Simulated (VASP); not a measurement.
Set up this calculation in VASP 6.6.1, as the native input.

```yaml
Task: single point
Functional: PBE
Potentials_or_basis: VASP PAW PBE potentials, release 64 (Co, Sn_d)
Cutoff: 520 eV
k_mesh: 12 × 12 × 8
Occupations: gaussian, width 0.1 eV
Spin: no spin polarisation
Dipole_correction: no
Further_INCAR_settings: ALGO = Fast; EDIFF = 1e-07; NBANDS = 44
```

The structure of CoSn lies in POSCAR:

```
CoSn
1.0
    5.1906533012      0.0000000000      0.0000000000
   -2.5953266506      4.4952376211      0.0000000000
    0.0000000000      0.0000000000      4.2741188138
Co Sn
3 3
Direct
    0.0000000000      0.5000000000      0.0000000000
    0.5000000000      0.5000000000      0.0000000000
    0.5000000000      0.0000000000      0.0000000000
    0.6666666667      0.3333333333      0.5000000000
    0.3333333333      0.6666666667      0.5000000000
    0.0000000000      0.0000000000      0.0000000000
```

This cell differs from its parent crystal: biaxial strain in the a-b plane: -2.0 %, then relaxed in part.

These files were run (other wordings do the same):

INCAR

```
SYSTEM = CoSn
PREC     = Accurate       ! precision mode
ENCUT    = 520            ! plane-wave cutoff, eV
EDIFF    = 1E-7           ! SCF threshold, eV
ISMEAR   = 0              ! smearing method
SIGMA    = 0.1            ! smearing width, eV
LREAL    = .False.        ! projectors in reciprocal space
LASPH    = .True.         ! aspherical terms in the spheres
NELM     = 60             ! most SCF steps
ALGO     = Fast           ! electronic algorithm
ISIF     = 2              ! what is computed and relaxed
LWAVE    = .False.        ! write WAVECAR
LCHARG   = .False.        ! write CHGCAR
GGA      = PE             ! functional
NBANDS   = 44             ! bands
```

KPOINTS

```
regular mesh
0
Gamma
  12 12 8
  0 0 0
```

Potentials or basis: VASP PAW PBE potentials, release 64 (Co, Sn_d).

Run with:

```console
$ cat potpaw_PBE.64/Co/POTCAR potpaw_PBE.64/Sn_d/POTCAR > POTCAR
$ mpirun -np 1 vasp_std > vasp.out
```

Results of the run:

* Pressure: 4.2 GPa
* Band gap on the k mesh: zero (an odd number of electrons rules out a gap without spin polarisation)

Caveat: the cell differs from its parent crystal (biaxial strain in the a-b plane: -2.0 %, then relaxed in part); the cell stands under pressure; spin-orbit coupling is left out, which moves the levels of the heavy elements; the run has no spin polarisation, though such a crystal can be magnetic.

Wall time 5.7 min on 1 thread of Intel(R) Xeon(R) 6975P-C (Granite Rapids), on a shared host, peak memory 0.45 GiB.
